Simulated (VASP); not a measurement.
## Ta2SiO3: single point with PBE

Crystal: Ta2SiO3.

```
Ta Si O
1.0
     2.40980    1.39130    3.77438
    -2.40980    1.39130    3.77438
     0.00000   -2.78260    3.77438
Ta Si O
2 1 3
Direct
  0.62654 0.62654 0.62654
  0.37346 0.37346 0.37346
  0.00000 0.00000 0.00000
  0.00000 0.50000 0.00000
  0.50000 0.00000 0.00000
  0.00000 0.00000 0.50000
```

The cell was built from a structure type or drawn by symmetry, and may not be a known phase.

```json
{"Program": "VASP 6.6.1", "Task": "single point", "Functional": "PBE", "Potentials or basis": "VASP PAW PBE potentials, release 64 (Ta_pv, Si, O)", "Cutoff": "520 eV", "k mesh": "6 × 6 × 6", "Occupations": "gaussian, width 0.1 eV", "Spin": "no spin polarisation"}
```

The pressure is -16.1 GPa and the largest force is 1.139 eV/Å. The band gap on the k mesh is zero (bands 22 and 23 overlap by 0.78 eV).

Forces in eV/Å, atoms in the order of the input:
```
Ta   0.000  0.000  1.139
Ta   0.000  0.000 -1.139
Si   0.000  0.000  0.000
O    0.000  0.000  0.000
O    0.000  0.000  0.000
O    0.000  0.000  0.000
```

Stress tensor (GPa, compression positive):
```
 -7.30   0.00   0.00
  0.00  -7.30   0.00
  0.00   0.00 -33.79
```

Levels at points of the mesh, in eV from the Fermi level:
| k point | band 19 | band 20 | band 21 | band 22 | band 23 | band 24 | band 25 | band 26 |
| --- | --- | --- | --- | --- | --- | --- | --- | --- |
| (0.00, 0.00, 0.00) | -0.54 | -0.54 | 0.08 | 0.08 | 0.97 | 0.97 | 1.37 | 2.89 |
| (0.50, 0.00, 0.00) | -1.97 | -1.49 | -0.18 | 0.48 | 0.63 | 0.74 | 1.43 | 1.79 |
| (0.50, 0.50, 0.00) | -1.68 | -1.02 | -0.91 | -0.59 | -0.12 | 0.52 | 1.28 | 2.27 |
| (0.50, 0.50, 0.50) | -0.82 | -0.51 | -0.21 | -0.21 | 0.56 | 0.56 | 1.97 | 1.97 |

Wall time 100 s on 1 thread of AMD EPYC 9R14 (Zen 4), on a shared host, peak memory 0.21 GiB.

Caveat: the cell stands under tension; spin-orbit coupling is left out, which moves the levels of the heavy elements; forces of over 1 eV/Å act on the atoms, so gaps and moduli don't describe the material at rest.
